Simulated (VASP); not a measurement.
# Bi (R-3m) in VASP: further runs

The runs below take Bi through single point, with PBE.

Everything below comes from runs of VASP 6.6.1. Logs are shortened: lines on timing, memory, paths and dates and some standing lists are left out, and cuts for length are marked.

**1. The cell of the first run**

The structure is trigonal, space group R-3m (No. 166). Conventional cell: a = 4.585 Å, b = 4.585 Å, c = 12.140 Å, α = 90.00°, β = 90.00°, γ = 120.00°. Within 4.1 Å of Bi (site symmetry 3m) lie 6 Bi at 3.11 to 3.59 Å.

**2. Single point, PBE**

File INCAR:

```
ALGO = Normal ; EDIFF = 1E-6
ENCUT = 520 ; GGA = PE
ISIF = 2 ; ISMEAR = 1
LASPH = T ; LCHARG = F
LREAL = F ; LWAVE = F
NBANDS = 22 ; NELM = 80
PREC = Accurate ; SIGMA = 0.03
```

File KPOINTS:

```
k-points
0
Gamma
  8 8 8
```

File POSCAR:

```
Bi
1.0
    2.2924582305      1.3235513765      4.0467531177
   -2.2924582305      1.3235513765      4.0467531177
    0.0000000000     -2.6471027530      4.0467531177
Bi
2
Direct
    0.2337113826      0.2337113826      0.2337113826
    0.7662886174      0.7662886174      0.7662886174
```

Potentials or basis: VASP PAW PBE potentials, release 64 (Bi_d).

Command:

```sh
$ cat potpaw_PBE.64/Bi_d/POTCAR > POTCAR
$ mpirun -np 1 vasp_std > vasp.out
```

OUTCAR:

```text
EDIFF = 1E-6
   ENCUT = 520
   GGA = PE
   ISIF = 2
   ISMEAR = 1
   LASPH = T
   LREAL = F
   NELM = 80
   PREC = Accurate

 ion  position               nearest neighbor table
   1  0.234  0.234  0.234-   2 3.11   2 3.11   2 3.11   2 3.59   2 3.59   2 3.59
   2  0.766  0.766  0.766-   1 3.11   1 3.11   1 3.11   1 3.59   1 3.59   1 3.59

  LATTYP: Found a trigonal (rhomboedric) cell.
 ALAT       =     4.8356347857
 COS(alpha) =     0.5505039576

  Lattice vectors:

 A1 = (   2.2924582305,   1.3235513765,   4.0467531177)
 A2 = (  -2.2924582305,   1.3235513765,   4.0467531177)
 A3 = (   0.0000000000,  -2.6471027530,   4.0467531177)

Analysis of symmetry for initial positions (statically):
=====================================================================
 Subroutine PRICEL returns:
 Original cell was already a primitive cell.

 Routine SETGRP: Setting up the symmetry group for a
 trigonal (rhombohedral) supercell.

 Subroutine GETGRP returns: Found 12 space group operations
 (whereof 12 operations were pure point group operations)
 out of a pool of 12 trial point group operations.

The static configuration has the point symmetry D_3d.

Analysis of symmetry for dynamics (positions and initial velocities):
=====================================================================
 Subroutine PRICEL returns:
 Original cell was already a primitive cell.

 Routine SETGRP: Setting up the symmetry group for a
 trigonal (rhombohedral) supercell.

 Subroutine GETGRP returns: Found 12 space group operations
 (whereof 12 operations were pure point group operations)
 out of a pool of 12 trial point group operations.

The dynamic configuration has the point symmetry D_3d.

 Subroutine INISYM returns: Found 12 space group operations
 (whereof 12 operations are pure point group operations),
 and found     1 'primitive' translations

----------------------------------------------------------------------------------------

                                     Primitive cell

  volume of cell :      73.6716

  direct lattice vectors                    reciprocal lattice vectors
     2.292458230  1.323551376  4.046753118     0.218106482  0.125923836  0.082370563
    -2.292458230  1.323551376  4.046753118    -0.218106482  0.125923836  0.082370563
     0.000000000 -2.647102753  4.046753118     0.000000000 -0.251847672  0.082370563

  length of vectors
     4.835634786  4.835634786  4.835634786     0.264975772  0.264975772  0.264975772

  position of ions in fractional coordinates (direct lattice)
     0.233711383  0.233711383  0.233711383
     0.766288617  0.766288617  0.766288617

  ion indices of the primitive-cell ions
   primitive index   ion index
                 1           1
                 2           2

----------------------------------------------------------------------------------------

 KPOINTS: k-points

Automatic generation of k-mesh.
 Grid dimensions read from file:
 generate k-points for:    8    8    8

 Generating k-lattice:

  Cartesian coordinates                     Fractional coordinates (reciprocal lattice)
     0.027263310  0.015740480  0.010296320     0.125000000  0.000000000 -0.000000000
    -0.027263310  0.015740480  0.010296320     0.000000000  0.125000000 -0.000000000
     0.000000000 -0.031480959  0.010296320    -0.000000000 -0.000000000  0.125000000

  Length of vectors
     0.033121971  0.033121971  0.033121971

  Shift w.r.t. Gamma in fractional coordinates (k-lattice)
     0.000000000  0.000000000  0.000000000

 Subroutine IBZKPT returns following result:
 ===========================================

 Found     65 irreducible k-points:

 Following reciprocal coordinates:
            Coordinates               Weight
  0.000000  0.000000  0.000000      1.000000
  0.125000 -0.000000 -0.000000      6.000000
  0.250000 -0.000000 -0.000000      6.000000
  0.375000  0.000000 -0.000000      6.000000
  0.500000 -0.000000 -0.000000      3.000000
  0.125000  0.125000 -0.000000      6.000000
[... 16 lines left out ...]
  0.250000  0.125000  0.125000      6.000000
  0.375000  0.125000  0.125000      6.000000
 [... further k-points ...]
   k-points           NKPTS =     65   k-points in BZ     NKDIM =     65   number of bands    NBANDS=     22
   number of dos      NEDOS =    301   number of ions     NIONS =      2
   total plane-waves  NPLWV =  46656
   dimension x,y,z NGX =    36 NGY =   36 NGZ =   36
   dimension x,y,z NGXF=    72 NGYF=   72 NGZF=   72
   ions per type =               2
   NGX,Y,Z   is equivalent  to a cutoff of  12.38, 12.38, 12.38 a.u.
   NGXF,Y,Z  is equivalent  to a cutoff of  24.75, 24.75, 24.75 a.u.
 SYSTEM =  unknown system
   PREC   = accura    normal or accurate (medium, high low for compatibility)
   ISTART =      0    job   : 0-new  1-cont  2-samecut
   ICHARG =      2    charge: 1-file 2-atom 10-const
   ISPIN  =      1    spin polarized calculation?
   LNONCOLLINEAR =      F non collinear calculations
[... 29 lines left out ...]
   GGA     = PE    functional components
   LHFCALC =     F    Hartree Fock is set to
   AEXX    =    0.0000 exact exchange contribution
   IVDW    =     0    specifies the selected vdW correction
   LEPSILON=     F    determine dielectric tensor
   LRPA    =     F    only Hartree local field effects (RPA)
 non-spin polarized calculation
 Methfessel and Paxton  Order N= 1 SIGMA  =   0.03
  energy-cutoff  :      520.00
  volume of cell :       73.67
 maximum number of plane-waves:      2014
   NGX = 17   NGY = 17   NGZ = 17

 number of electron      29.9999994 magnetization

 Free energy of the ion-electron system (eV)
  ---------------------------------------------------
  ext. energy  EPLUGINS =         0.00000000
  ---------------------------------------------------
  free energy    TOTEN  =        -7.78192513 eV

  energy without entropy =       -7.78181975  energy(sigma->0) =       -7.78189000

 E-fermi :   5.7738     XC(G=0):  -9.3178

 val. band max:        5.7677616343   @ k =  -0.3750   0.5000   0.3750
 cond. band min:       5.9863511483   @ k =   0.3750   0.1250   0.1250
 fundamental gap:      0.2185895140
 Fermi energy:         5.7737546852

 k-point     1 :       0.0000    0.0000    0.0000
  band No.  band energies     occupation
      1     -17.0326      2.00000
      2     -17.0326      2.00000
      3     -16.8997      2.00000
      4     -16.8997      2.00000
      5     -16.8871      2.00000
      6     -16.7402      2.00000
[... 14 lines left out ...]
     21      11.6726      0.00000
     22      11.7117      0.00000

 k-point     2 :       0.1250   -0.0000   -0.0000
  band No.  band energies     occupation
      1     -17.0231      2.00000
      2     -17.0199      2.00000
      3     -16.8956      2.00000
      4     -16.8921      2.00000
      5     -16.8805      2.00000
      6     -16.7463      2.00000
[... 14 lines left out ...]
     21      11.8333      0.00000
     22      12.8699      0.00000

 k-point     3 :       0.2500   -0.0000   -0.0000
  band No.  band energies     occupation
      1     -16.9977      2.00000
      2     -16.9837      2.00000
      3     -16.8865      2.00000
      4     -16.8713      2.00000
      5     -16.8605      2.00000
      6     -16.7667      2.00000
[... 14 lines left out ...]
     21      12.5640      0.00000
     22      14.9177      0.00000

 k-point     4 :       0.3750    0.0000   -0.0000
  band No.  band energies     occupation
      1     -16.9669      2.00000
      2     -16.9308      2.00000
      3     -16.8770      2.00000
      4     -16.8424      2.00000
      5     -16.8326      2.00000
      6     -16.7988      2.00000
[... 14 lines left out ...]
     21      13.8395      0.00000
     22      15.4627      0.00000

 k-point     5 :       0.5000   -0.0000   -0.0000
  band No.  band energies     occupation
      1     -16.9514      2.00000
      2     -16.8873      2.00000
      3     -16.8711      2.00000
      4     -16.8484      2.00000
      5     -16.8170      2.00000
      6     -16.8052      2.00000
[... 417 lines left out ...]
 k-point    22 :       0.1250    0.1250    0.1250
  band No.  band energies     occupation
      1     -17.0236      2.00000
      2     -17.0236      2.00000
      3     -16.8959      2.00000
      4     -16.8959      2.00000
      5     -16.8834      2.00000
      6     -16.7436      2.00000
[... 14 lines left out ...]
     21      11.8691      0.00000
     22      12.7274      0.00000

 k-point    23 :       0.2500    0.1250    0.1250
  band No.  band energies     occupation
      1     -17.0161      2.00000
      2     -17.0002      2.00000
      3     -16.8890      2.00000
      4     -16.8877      2.00000
      5     -16.8753      2.00000
      6     -16.7507      2.00000
[... 14 lines left out ...]
     21      12.2066      0.00000
     22      13.2031      0.00000

 k-point    24 :       0.3750    0.1250    0.1250
  band No.  band energies     occupation
      1     -16.9856      2.00000
      2     -16.9702      2.00000
      3     -16.8758      2.00000
      4     -16.8697      2.00000
      5     -16.8585      2.00000
      6     -16.7676      2.00000
[... 14 lines left out ...]
     21      13.1495      0.00000
     22      14.5744      0.00000

 [... further k-points ...]
[... 5 lines left out ...]
  --------------------------------------------------------------------------------------
  -------------------------------------------------------------------------------------
  Total       -0.0169897     -0.0169897     -0.0361407      0.0000000      0.0000000      0.0000000
  in kB       -0.3694855     -0.3694855     -0.7859715      0.0000000      0.0000000      0.0000000
  external PRESSURE =      -0.5083141 kB  Pullay stress =       0.0000000 kB

 VOLUME and BASIS-vectors are now :
 -----------------------------------------------------------------------------
  energy-cutoff  :      520.00
  volume of cell :       73.67
      direct lattice vectors                 reciprocal lattice vectors
     2.292458230  1.323551376  4.046753118     0.218106482  0.125923836  0.082370563
    -2.292458230  1.323551376  4.046753118    -0.218106482  0.125923836  0.082370563
     0.000000000 -2.647102753  4.046753118     0.000000000 -0.251847672  0.082370563

 POSITION                                       TOTAL-FORCE (eV/Angst)
 -----------------------------------------------------------------------------------
      0.00000      0.00000      2.83732         0.000000      0.000000     -0.026444
      0.00000      0.00000      9.30294         0.000000     -0.000000      0.026444
 -----------------------------------------------------------------------------------
    total drift:                               -0.000000      0.000000     -0.000000

  FREE ENERGIE OF THE ION-ELECTRON SYSTEM (eV)
  ---------------------------------------------------
  free  energy   TOTEN  =        -7.7819251253 eV

  energy  without entropy=       -7.7818197522  energy(sigma->0) =       -7.78189000
```

Run time: 88 s. Hardware: 1 thread of Intel Xeon Platinum 8488C (Sapphire Rapids), shared host; peak memory 0.25 GiB.

What came out:

```yaml
Free_energy: -7.7819 eV
Pressure: -0.1 GPa
Largest_force: 0.026 eV/Å
Band_gap_on_the_k_mesh: zero (band 15 reaches 5.77 eV, above the bottom of band 16 at 5.61 eV)
```

Forces on the atoms (eV/Å):
```
Bi   0.000  0.000 -0.026
Bi   0.000  0.000  0.026
```

Caveat: spin-orbit coupling is left out, which moves the levels of the heavy elements.

**3. Single point, PBE**

File INCAR:

```
SYSTEM = Bi
  PREC = Accurate
  ENCUT = 520
  EDIFF = 1E-7
  ISMEAR = 1
  SIGMA = 1.0
  LREAL = .FALSE.
  LASPH = .TRUE.
  NELM = 80
  ALGO = Normal
  ISIF = 2
  LWAVE = .FALSE.
  LCHARG = .FALSE.
  GGA = PE
  NBANDS = 22
```

File KPOINTS:

```
Automatic mesh
0
G
  8 8 8
  0 0 0
```

POSCAR is that of step 2.

Potentials or basis: VASP PAW PBE potentials, release 64 (Bi_d).

Command:

```sh
$ cat potpaw_PBE.64/Bi_d/POTCAR > POTCAR
$ mpirun -np 1 vasp_std > vasp.out
```

It took 88 s on 1 thread of Intel Xeon Platinum 8488C (Sapphire Rapids), shared host; peak memory 0.25 GiB.

It converged, with:

```
Free energy            : -7.7152 eV
Pressure               : -0.3 GPa
Largest force          : 0.012 eV/Å
Band gap on the k mesh : zero (band 15 reaches 5.77 eV, above the bottom of band 16 at 5.61 eV)
```

Forces on the atoms (eV/Å):
```
Bi   0.000  0.000  0.012
Bi   0.000  0.000 -0.012
```

Stress tensor (GPa, compression positive):
```
-0.34  0.00  0.00
 0.00 -0.34  0.00
 0.00  0.00 -0.14
```

Levels at points of the mesh, in eV from the Fermi level:
| k point | band 12 | band 13 | band 14 | band 15 | band 16 | band 17 | band 18 | band 19 |
| --- | --- | --- | --- | --- | --- | --- | --- | --- |
| (0.00, 0.00, 0.00) | -7.69 | -1.52 | -1.15 | -1.15 | 2.37 | 2.81 | 2.81 | 5.57 |
| (0.50, 0.00, 0.00) | -10.43 | -1.42 | -1.18 | -0.35 | -0.26 | 0.48 | 1.03 | 7.28 |
| (0.50, 0.50, 0.00) | -9.51 | -4.48 | -2.92 | -2.74 | 2.37 | 4.63 | 5.21 | 6.31 |
| (0.50, 0.50, 0.50) | -9.85 | -0.93 | -0.58 | -0.58 | 0.69 | 0.72 | 0.72 | 6.79 |

Caveat: spin-orbit coupling is left out, which moves the levels of the heavy elements.

**4. Single point, PBE**

File INCAR:

```
ALGO = Normal ; EDIFF = 1E-7
ENCUT = 520 ; GGA = PE
ISIF = 2 ; ISMEAR = -1
LASPH = True ; LCHARG = True
LELF = True ; LREAL = False
LVHAR = True ; LWAVE = False
NBANDS = 22 ; NELM = 100
PREC = Accurate ; SIGMA = 0.1
```

File KPOINTS:

```
k-points
0
Gamma
  9 9 9
```

POSCAR is that of step 3.

Command:

```sh
$ cat potpaw_PBE.64/Bi_d/POTCAR > POTCAR
$ mpirun -np 1 vasp_std > vasp.out
```

Run time: 2.1 min. Hardware: 1 thread of Intel Xeon Platinum 8488C (Sapphire Rapids), shared host; peak memory 0.27 GiB.

Results (log left out):

* Free energy: -7.7855 eV
* Pressure: -0.1 GPa
* Largest force: 0.008 eV/Å

Forces on the atoms (eV/Å):
```
Bi   0.000  0.000  0.008
Bi   0.000  0.000 -0.008
```

Levels at points of the mesh, in eV from the Fermi level:
| k point | band 13 | band 14 | band 15 | band 16 | band 17 | band 18 |
| --- | --- | --- | --- | --- | --- | --- |
| (0.00, 0.00, 0.00) | -1.50 | -1.13 | -1.13 | 2.38 | 2.83 | 2.83 |

Caveat: spin-orbit coupling is left out, which moves the levels of the heavy elements.

**5. Single point, PBE**

File INCAR:

```
SYSTEM = Bi
ALGO     = Normal         ! electronic algorithm
EDIFF    = 1E-6           ! SCF threshold, eV
ENCUT    = 520            ! plane-wave cutoff, eV
GGA      = PE             ! functional
ISIF     = 2              ! what is computed and relaxed
ISMEAR   = -1             ! smearing method
LASPH    = .True.         ! aspherical terms in the spheres
LCHARG   = .True.         ! write CHGCAR
LELF     = .True.         ! ELF
LREAL    = .False.        ! projectors in reciprocal space
LVHAR    = .True.       
LWAVE    = .False.        ! write WAVECAR
NBANDS   = 22             ! bands
NELM     = 80             ! most SCF steps
PREC     = Accurate       ! precision mode
SIGMA    = 0.1            ! smearing width, eV
```

File KPOINTS:

```
k-points
0
Gamma
  12 12 12
  0 0 0
```

POSCAR is that of step 4.

Command:

```sh
$ cat potpaw_PBE.64/Bi_d/POTCAR > POTCAR
$ mpirun -np 1 vasp_std > vasp.out
```

Wall time 4.1 min (1 thread of Intel Xeon Platinum 8488C (Sapphire Rapids), shared host); peak memory 0.37 GiB.

Results (log left out):

- Free energy: -7.7785 eV
- Pressure: 0.0 GPa
- Largest force: 0.015 eV/Å
- Band gap on the k mesh: zero (band 15 reaches 5.81 eV, above the bottom of band 16 at 5.61 eV)

Forces on the atoms (eV/Å):
```
Bi   0.000  0.000  0.015
Bi   0.000  0.000 -0.015
```

Stress tensor (GPa, compression positive):
```
-0.04  0.00  0.00
 0.00 -0.04  0.00
 0.00  0.00  0.05
```

Levels at points of the mesh, in eV from the Fermi level:
```tsv
k point	band 12	band 13	band 14	band 15	band 16	band 17	band 18	band 19
(0.00, 0.00, 0.00)	-7.69	-1.53	-1.16	-1.16	2.35	2.80	2.80	5.56
(0.50, 0.00, 0.00)	-10.44	-1.43	-1.19	-0.35	-0.27	0.47	1.02	7.27
(0.50, 0.50, 0.00)	-9.51	-4.49	-2.93	-2.75	2.36	4.63	5.21	6.30
(0.50, 0.50, 0.50)	-9.86	-0.94	-0.59	-0.59	0.69	0.72	0.72	6.78
```

Caveat: spin-orbit coupling is left out, which moves the levels of the heavy elements.

**6. Single point, PBE**

File INCAR:

```
SYSTEM = Bi
  PREC = Accurate
  ENCUT = 520
  EDIFF = 1E-7
  ISMEAR = -1
  SIGMA = 0.1
  LREAL = .FALSE.
  LASPH = .TRUE.
  NELM = 100
  ALGO = Normal
  ISIF = 2
  LWAVE = .FALSE.
  LCHARG = .FALSE.
  GGA = PE
  NBANDS = 22
```

File KPOINTS:

```
regular mesh
0
G
  14 14 14
  0 0 0
```

POSCAR is that of step 5.

Potentials or basis: VASP PAW PBE potentials, release 64 (Bi_d).

Command:

```sh
$ cat potpaw_PBE.64/Bi_d/POTCAR > POTCAR
$ mpirun -np 1 vasp_std > vasp.out
```

Run time: 7.7 min. Hardware: 1 thread of Intel Xeon Platinum 8375C at 2.90GHz (Ice Lake), shared host; peak memory 0.47 GiB.

Results (log left out):

| Item | Value |
| --- | --- |
| Free energy | -7.7769 eV |
| Pressure | 0.0 GPa |
| Largest force | 0.014 eV/Å |
| Band gap on the k mesh | zero (band 15 reaches 5.84 eV, above the bottom of band 16 at 5.61 eV) |

Forces in eV/Å, atoms in the order of the input:
```
Bi   0.000  0.000  0.014
Bi   0.000  0.000 -0.014
```

Stress tensor (GPa, compression positive):
```
-0.04  0.00  0.00
 0.00 -0.04  0.00
 0.00  0.00  0.06
```

Levels at points of the mesh, in eV from the Fermi level:
```csv
k point,band 11,band 12,band 13,band 14,band 15,band 16,band 17,band 18,band 19,band 20
"(0.00, 0.00, 0.00)",-12.88,-7.71,-1.54,-1.17,-1.17,2.34,2.79,2.79,5.55,5.78
"(0.50, 0.00, 0.00)",-11.09,-10.45,-1.44,-1.20,-0.37,-0.28,0.46,1.01,7.26,8.14
"(0.50, 0.50, 0.00)",-11.20,-9.53,-4.50,-2.94,-2.77,2.35,4.61,5.19,6.28,8.95
"(0.50, 0.50, 0.50)",-11.79,-9.87,-0.96,-0.61,-0.61,0.67,0.70,0.70,6.77,8.84
```

Caveat: spin-orbit coupling is left out, which moves the levels of the heavy elements.

**7. Single point, PBE**

File INCAR:

```
SYSTEM = Bi
ALGO = Normal
EDIFF = 1E-6
ENCUT = 500
GGA = PE
GGA_COMPAT = .FALSE.
ISIF = 2
ISMEAR = -1
LASPH = .TRUE.
LCHARG = .FALSE.
LREAL = .FALSE.
LWAVE = .FALSE.
NBANDS = 22
NELM = 120
PREC = Accurate
SIGMA = 0.1
```

File KPOINTS:

```
k-points
0
G
  4 4 4
  0 0 0
```

File POSCAR:

```
Bi
1.0
    2.2924582325      1.3235513776      4.0467531060
   -2.2924582325      1.3235513776      4.0467531060
    0.0000000000     -2.6471027553      4.0467531059
Bi
2
Direct
    0.2337113828      0.2337113828      0.2337113828
    0.7662886172      0.7662886172      0.7662886172
```

Command:

```sh
$ cat potpaw_PBE.64/Bi_d/POTCAR > POTCAR
$ mpirun -np 1 vasp_std > vasp.out
```

Run time: 29 s. Hardware: 1 thread of AMD EPYC 7R43 (Zen 3), shared host; peak memory 0.17 GiB.

The run converged. Its results:

```
Free energy   : -7.8375 eV
Pressure      : -0.2 GPa
Largest force : 0.203 eV/Å
```

Forces in eV/Å, atoms in the order of the input:
```
Bi   0.000  0.000 -0.203
Bi   0.000  0.000  0.203
```

Stress tensor (GPa, compression positive):
```
 0.01  0.00  0.00
 0.00  0.01  0.00
 0.00  0.00 -0.74
```

Levels at points of the mesh, in eV from the Fermi level:
| k point | band 11 | band 12 | band 13 | band 14 | band 15 | band 16 | band 17 | band 18 | band 19 | band 20 |
| --- | --- | --- | --- | --- | --- | --- | --- | --- | --- | --- |
| (0.00, 0.00, 0.00) | -12.61 | -7.44 | -1.27 | -0.90 | -0.90 | 2.63 | 3.06 | 3.06 | 5.80 | 6.05 |
| (0.50, 0.00, 0.00) | -10.81 | -10.18 | -1.16 | -0.92 | -0.10 | -0.01 | 0.72 | 1.27 | 7.52 | 8.41 |
| (0.50, 0.50, 0.00) | -10.92 | -9.25 | -4.23 | -2.68 | -2.49 | 2.63 | 4.89 | 5.45 | 6.56 | 9.22 |
| (0.50, 0.50, 0.50) | -11.50 | -9.61 | -0.67 | -0.33 | -0.33 | 0.92 | 0.97 | 0.97 | 7.04 | 9.10 |

Caveat: the k points lie up to 0.42 Å⁻¹ apart; spin-orbit coupling is left out, which moves the levels of the heavy elements.

**8. The runs side by side**

| k mesh | cutoff (eV) | smearing | gap on the mesh (eV) | pressure (GPa) | largest force (eV/Å) |
| --- | --- | --- | --- | --- | --- |
| 8 × 8 × 8 | 520 | methfessel-paxton 0.03 eV | none | -0.1 | 0.03 |
| 8 × 8 × 8 | 520 | methfessel-paxton 1 eV | none | -0.3 | 0.01 |
| 9 × 9 × 9 | 520 | fermi-dirac 0.1 eV | - | -0.1 | 0.01 |
| 12 × 12 × 12 | 520 | fermi-dirac 0.1 eV | none | 0.0 | 0.01 |
| 14 × 14 × 14 | 520 | fermi-dirac 0.1 eV | none | 0.0 | 0.01 |
| 4 × 4 × 4 | 500 | fermi-dirac 0.1 eV | - | -0.2 | 0.20 |

Alike in all rows: task single point; level PBE; potentials or basis VASP PAW PBE potentials, release 64 (Bi_d); no spin polarisation; cell as given.

Caveats: some runs use coarse meshes; spin-orbit coupling is left out, which moves the levels of the heavy elements.

Absolute energies hang on the potentials; compare differences alone.
